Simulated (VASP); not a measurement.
Here is a VASP 6.6.1 calculation.

Contents of INCAR:

```
SYSTEM = SiO2
ALGO = Normal ; EDIFF = 1E-7
ENCUT = 520 ; GGA = PE
ISIF = 2 ; ISMEAR = 0
LASPH = .TRUE. ; LCHARG = .FALSE.
LREAL = .FALSE. ; LWAVE = .FALSE.
NBANDS = 34 ; NELM = 100
PREC = Accurate ; SIGMA = 0.05
```

Contents of KPOINTS:

```
k-points
0
G
  6 6 4
  0 0 0
```

The input POSCAR:

```
SiO2
1.0
    5.1053779309      0.0000000000      0.0000000000
   -2.5526889655      4.4213869841      0.0000000000
    0.0000000000      0.0000000000      5.7525981999
Si O
3 6
Direct
    0.0000000000      0.5000000000      0.3333333333
    0.5000000000      0.5000000000      0.6666666667
    0.5000000000      0.0000000000      0.0000000000
    0.5839605948      0.7919802974      0.8333333333
    0.7919802974      0.5839605948      0.5000000000
    0.7919802974      0.2080197026      0.1666666667
    0.4160394052      0.2080197026      0.8333333333
    0.2080197026      0.4160394052      0.5000000000
    0.2080197026      0.7919802974      0.1666666667
```

Potentials or basis: VASP PAW PBE potentials, release 64 (Si, O).

Launch:

```bash
$ cat potpaw_PBE.64/Si/POTCAR potpaw_PBE.64/O/POTCAR > POTCAR
$ mpirun -np 1 vasp_std > vasp.out
```

Question: What does it give for the band gap on the k mesh?

Answer: 5.30 eV (least direct gap 5.43 eV).

Question: What does it give for the largest force?

Answer: 0.188 eV/Å.

Question: Estimate the pressure.

Answer: -4.9 GPa.

Stress tensor (GPa, compression positive):
```
-4.09  0.00  0.00
 0.00 -4.09  0.00
 0.00  0.00 -6.40
```

Caveat: the cell differs from its parent crystal (strain +0.000 along x and y, +0.030 along z); the cell stands under tension. A k mesh can miss the band edges.
